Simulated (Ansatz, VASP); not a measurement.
# Bi: VASP beside Ansatz

Contents of INCAR:

```
SYSTEM = Bi
ALGO     = Normal         ! electronic algorithm
EDIFF    = 1E-6           ! SCF threshold, eV
ENCUT    = 520            ! plane-wave cutoff, eV
GGA      = PS             ! functional
ISIF     = 2              ! what is computed and relaxed
ISMEAR   = -1             ! smearing method
LASPH    = .True.         ! aspherical terms in the spheres
LCHARG   = .False.        ! write CHGCAR
LREAL    = .False.        ! projectors in reciprocal space
LWAVE    = .False.        ! write WAVECAR
NBANDS   = 22             ! bands
NELM     = 100            ! most SCF steps
PREC     = Accurate       ! precision mode
SIGMA    = 0.03           ! smearing width, eV
```

File KPOINTS:

```
k-points
0
Gamma
  9 9 3
  0 0 0
```

File POSCAR:

```
Bi
1.0
    4.5390002997      0.0000000000      0.0000000000
   -2.2695001499      3.9308895674      0.0000000000
    0.0000000000      0.0000000000     11.7107100000
Bi
2
Direct
    0.3333333333      0.6666666667      0.2500000000
    0.6666666667      0.3333333333      0.7500000000
```

Input for Ansatz:

```yaml
crystal:
  lattice:
    - [4.5390002997, 0.0, 0.0]
    - [-2.2695001499, 3.9308895674, 0.0]
    - [0.0, 0.0, 11.71071]
  atoms:
    - { symbol: Bi, position: [0.3333333333, 0.6666666667, 0.25] }
    - { symbol: Bi, position: [0.6666666667, 0.3333333333, 0.75] }
kpoints:
  mp_grid: { grid: [9, 9, 3] }
  band_path:
    path:
      - [0.0, 0.0, 0.0]
      - [0.5, 0.0, 0.0]
      - [0.3333333333, 0.3333333333, 0.0]
      - [0.0, 0.0, 0.0]
      - [0.0, 0.0, 0.5]
      - [0.5, 0.0, 0.5]
      - [0.3333333333, 0.3333333333, 0.5]
      - [0.0, 0.0, 0.5]
      - [0.5, 0.0, 0.5]
    npoints: 5
scf:
  occupations: { method: fermi_dirac, width: 0.03 }
hamiltonian:
  xc: pbesol
  pseudopotentials: { kind: all_electron, lapw: { basis_error: 0.0005 } }
output:
  forces: true
  stress: true
  eigenvalues: true
```

Change from the starting cell: zz strain of -1 %.

Alike in both runs: task single point; functional PBEsol; k mesh 9 × 9 × 3; occupations fermi-dirac, width 0.03 eV; no spin polarisation.

```csv
,VASP,Ansatz
version,VASP 6.6.1,Ansatz 0.2.0
potentials or method,"VASP PAW PBE potentials, release 64 (Bi_d), cutoff 520 eV","all-electron LAPW, scalar-relativistic"
```

```csv
,VASP,Ansatz,Ansatz less VASP
pressure (GPa),-3.6,-3.6,+0.02
"traceless stress, the component that is largest in VASP (GPa)",3.15,3.16,+0.002
```

VASP's potentials were made for PBE, not for PBEsol. Ansatz ran all-electron here, and VASP with PAW potentials.

Neither program's run includes spin-orbit coupling.
